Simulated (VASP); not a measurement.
Input of a VASP 6.6.1 run:

File POSCAR:

```
NaCl
1.0
    0.0000000000      2.7606583272      2.8237190504
    2.7606583272      0.0000000000      2.8237190504
    2.7606583272      2.7606583272      0.0000000000
Na Cl
1 1
Direct
    0.0000000000      0.0000000000      0.0000000000
    0.5000000000      0.5000000000      0.5000000000
```

The input INCAR.step1:

```
SYSTEM = NaCl
  PREC = Accurate
  ENCUT = 520
  ISMEAR = 0
  SIGMA = 0.01
  LREAL = .False.
  LASPH = .True.
  NELM = 80
  NBANDS = 14
  GGA = PE
  ALGO = Normal
  EDIFF = 1E-4
  LWAVE = .True.
  LCHARG = .False.
```

The input INCAR.step2:

```
SYSTEM = NaCl
  PREC = Accurate
  ENCUT = 520
  EDIFF = 1E-7
  ISMEAR = 0
  SIGMA = 0.01
  LREAL = .False.
  LASPH = .True.
  NELM = 80
  ALGO = Normal
  ISIF = 2
  LWAVE = .False.
  LCHARG = .True.
  METAGGA = R2SCAN
  LMIXTAU = .True.
  LELF = .True.
  LVHAR = .True.
  NBANDS = 14
  ISTART = 1
```

File KPOINTS:

```
Automatic mesh
0
Gamma
  8 8 8
  0 0 0
```

Potentials or basis: VASP PAW PBE potentials, release 64 (Na_pv, Cl).

Command:

```sh
$ cat potpaw_PBE.64/Na_pv/POTCAR potpaw_PBE.64/Cl/POTCAR > POTCAR
$ cp INCAR.step1 INCAR
$ mpirun -np 1 vasp_std > vasp.out
$ cp INCAR.step2 INCAR
$ mpirun -np 1 vasp_std > vasp.out
```

(1) What does it give for the band gap on the k mesh?

(2) Estimate the pressure.

Answers

(1) 6.09 eV, direct.

(2) 0.5 GPa.

Caveat: the cell differs from its parent crystal (epitaxial xy strain -1.5%); the PAW data sets were made with another functional, which shifts forces and pressure a little.
